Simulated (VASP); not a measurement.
Here is a VASP 6.6.1 calculation.

INCAR

```
SYSTEM = Cu
ALGO     = Normal         ! electronic algorithm
EDIFF    = 1E-6           ! SCF threshold, eV
EDIFFG   = -0.01          ! ionic threshold
ENCUT    = 600            ! plane-wave cutoff, eV
GGA      = PS             ! functional
IBRION   = 2              ! ionic algorithm
ISIF     = 3              ! what is computed and relaxed
ISMEAR   = -1             ! smearing method
LASPH    = .TRUE.         ! aspherical terms in the spheres
LCHARG   = .FALSE.        ! write CHGCAR
LREAL    = .FALSE.        ! projectors in reciprocal space
LWAVE    = .FALSE.        ! write WAVECAR
NELM     = 80             ! most SCF steps
NSW      = 80             ! ionic steps
PREC     = Accurate       ! precision mode
SIGMA    = 0.1            ! smearing width, eV
```

The input KPOINTS:

```
k-points
0
G
  16 16 16
  0 0 0
```

POSCAR

```
Cu
1.0
    0.0000000000      1.8075000000      1.8075000000
    1.8075000000      0.0000000000      1.8075000000
    1.8075000000      1.8075000000      0.0000000000
Cu
1
Direct
    0.0000000000      0.0000000000      0.0000000000
```

Potentials or basis: VASP PAW PBE potentials, release 64 (Cu).

Launch:

```console
$ cat potpaw_PBE.64/Cu/POTCAR > POTCAR
$ mpirun -np 1 vasp_std > vasp.out
```

Q: Predict the space group after relaxing (to 0.05 Å).

A: Fm-3m (No. 225).

Q: What does it give for the relaxed volume?

A: 11.37 Å³/atom.

Q: What does it give for the relaxed cell?

A: a = 2.524 Å, b = 2.524 Å, c = 2.524 Å, α = 60.00°, β = 60.00°, γ = 60.00°.

Step by step:
```tsv
step	energy change (eV)	largest force (eV/Å)	pressure (GPa)	volume (Å³)
1	0.0000	0.0000	-5.64	11.81
2	-0.0050	0.0000	4.01	11.11
3	-0.0081	0.0000	-0.04	11.37
```

Caveat: the PAW data sets were made with another functional, which shifts forces and pressure a little.
